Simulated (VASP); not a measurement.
A run of VASP 6.6.1 is set up as follows.

File POSCAR:

```
Sn
1.0
    0.0000000000      3.2832115147      3.2832115147
    3.2832115147      0.0000000000      3.2832115147
    3.2832115147      3.2832115147      0.0000000000
Sn
2
Direct
    0.0000000000      0.0000000000      0.0000000000
    0.2500000000      0.2500000000      0.2500000000
```

The input INCAR.step1:

```
SYSTEM = Sn
PREC = Accurate
ENCUT = 520
ISMEAR = 0
SIGMA = 0.1
LREAL = .False.
LASPH = .True.
NELM = 60
NBANDS = 21
GGA = PE
ALGO = Normal
EDIFF = 1E-4
LWAVE = .True.
LCHARG = .False.
```

INCAR.step2

```
SYSTEM = Sn
PREC = Accurate
ENCUT = 520
EDIFF = 1E-6
ISMEAR = 0
SIGMA = 0.1
LREAL = .False.
LASPH = .True.
NELM = 60
ALGO = Normal
ISIF = 2
LWAVE = .False.
LCHARG = .False.
METAGGA = R2SCAN
LMIXTAU = .True.
NBANDS = 21
ISTART = 1
```

Contents of KPOINTS:

```
regular mesh
0
Gamma
  12 12 12
  0 0 0
```

Potentials or basis: VASP PAW PBE potentials, release 64 (Sn_d).

The run is started by

```console
$ cat potpaw_PBE.64/Sn_d/POTCAR > POTCAR
$ cp INCAR.step1 INCAR
$ mpirun -np 1 vasp_std > vasp.out
$ cp INCAR.step2 INCAR
$ mpirun -np 1 vasp_std > vasp.out
```

Q: Predict the band gap on the k mesh.

A: Zero (filled and empty bands touch).

Q: Predict the pressure.

A: 0.0 GPa.

Caveat: the PAW data sets were made with another functional, which shifts forces and pressure a little; spin-orbit coupling is left out, which moves the levels of the heavy elements.
